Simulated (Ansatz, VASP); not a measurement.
# Two plane-wave programs on BN

File POSCAR:

```
BN
1.0
    0.0000000000      1.9580410800      1.9580410800
    1.9580410800      0.0000000000      1.9580410800
    1.9580410800      1.9580410800      0.0000000000
B N
1 1
Direct
    0.0000000000      0.0000000000      0.0000000000
    0.7500000000      0.7500000000      0.7500000000
```

The input INCAR.step1:

```
SYSTEM = BN
  PREC = Accurate
  ENCUT = 520
  ISMEAR = 0
  SIGMA = 0.05
  LREAL = .FALSE.
  LASPH = .TRUE.
  NELM = 80
  NBANDS = 11
  GGA = PE
  ALGO = Normal
  EDIFF = 1E-4
  LWAVE = .TRUE.
  LCHARG = .FALSE.
```

INCAR.step2

```
SYSTEM = BN
  PREC = Accurate
  ENCUT = 520
  EDIFF = 1E-6
  ISMEAR = 0
  SIGMA = 0.05
  LREAL = .FALSE.
  LASPH = .TRUE.
  NELM = 80
  ALGO = Normal
  ISIF = 2
  LWAVE = .FALSE.
  LCHARG = .TRUE.
  METAGGA = R2SCAN
  LMIXTAU = .TRUE.
  LELF = .TRUE.
  LVHAR = .TRUE.
  NBANDS = 11
  ISTART = 1
```

File KPOINTS:

```
regular mesh
0
G
  12 12 12
  0 0 0
```

Input for Ansatz:

```yaml
crystal:
  lattice:
    - [0.0, 1.95804108, 1.95804108]
    - [1.95804108, 0.0, 1.95804108]
    - [1.95804108, 1.95804108, 0.0]
  atoms:
    - { symbol: B, position: [0.0, 0.0, 0.0] }
    - { symbol: "N", position: [0.75, 0.75, 0.75] }
basis:
  ecutwfc: 500
kpoints:
  mp_grid: { grid: [12, 12, 12] }
hamiltonian:
  xc: r2scan
scf:
  occupations: { method: gaussian, width: 0.05 }
output:
  forces: true
  stress: true
  eigenvalues: true
```

Change from the starting cell: strain +0.080 along x and y, +0.080 along z, atoms carried along.

Alike in both runs: task single point; functional r2SCAN; k mesh 12 × 12 × 12; occupations gaussian, width 0.05 eV; no spin polarisation.

```csv
,VASP,Ansatz
version,VASP 6.6.1,Ansatz 0.2.0
potentials or method,"VASP PAW PBE potentials, release 64 (B, N), cutoff 520 eV","scalar-relativistic, plane waves, PAW"
valence electrons in the cell,8,8
```

|  | VASP | Ansatz | Ansatz less VASP |
| --- | --- | --- | --- |
| gap on the k mesh at the Fermi level (eV) | 4.63 | 4.64 | +0.006 |
| least direct gap on the mesh (eV) | 7.23 | 7.19 | -0.040 |
| pressure (GPa) | -60.4 | -60.7 | -0.34 |

VASP's potentials were made for PBE, not for r2SCAN. Both programs put the cell under strong tension, so it lies far from rest at this level.

Noted on VASP's run: the cell as given lies far from equilibrium.
